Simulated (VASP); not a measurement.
The system is Re.

```xyz
4
Lattice="2.7505 0.0000 0.0000 -1.3753 2.3820 0.0000 0.0000 0.0000 8.9832" Properties=species:S:1:pos:R:3 pbc="T T T"
Re    0.0000    0.0000    0.0000
Re    0.0000    0.0000    4.4916
Re    0.0000    1.5880    2.2458
Re    1.3753    0.7940    6.7374
```

| Quantity | Value |
| --- | --- |
| Program | VASP 6.6.1 |
| Task | relaxation of cell and atoms |
| Functional | PBEsol |
| Potentials or basis | VASP PAW PBE potentials, release 64 (Re) |
| Cutoff | 600 eV |
| k mesh | 13 × 13 × 4 |
| Occupations | fermi-dirac, width 0.1 eV |
| Spin | no spin polarisation |

At the start: pressure -4.1 GPa; volume 14.71 Å³/atom.

Task: Where does the relaxation end?

Result: Over 6 steps the energy falls by 4.8 meV/atom and the volume is 14.56 Å³/atom (-1.1 %); space group P6_3/mmc (No. 194, to 0.1 Å) before and after.

Step by step:
| step | energy change (eV) | largest force (eV/Å) | pressure (GPa) | volume (Å³) |
| --- | --- | --- | --- | --- |
| 1 | 0.0000 | 0.0000 | -4.15 | 58.86 |
| 2 | 0.1539 | 0.0000 | 20.21 | 55.65 |
| 3 | -0.0164 | 0.0000 | 0.98 | 58.09 |
| 4 | -0.0164 | 0.0000 | 1.08 | 58.07 |
| 5 | -0.0141 | 0.0000 | -1.47 | 58.45 |
| 6 | -0.0194 | 0.0000 | -0.01 | 58.23 |

Final structure:
```
Re
1.0
     2.75316    0.00000    0.00000
    -1.37658    2.38431    0.00000
     0.00000    0.00000    8.87079
Re
4
Direct
  0.00000 0.00000 0.00000
  0.00000 0.00000 0.50000
  0.33333 0.66667 0.25000
  0.66667 0.33333 0.75000
```

Caveat: the highest band is partly filled, so the run has too few bands; the PAW data sets were made with another functional, which shifts forces and pressure a little.
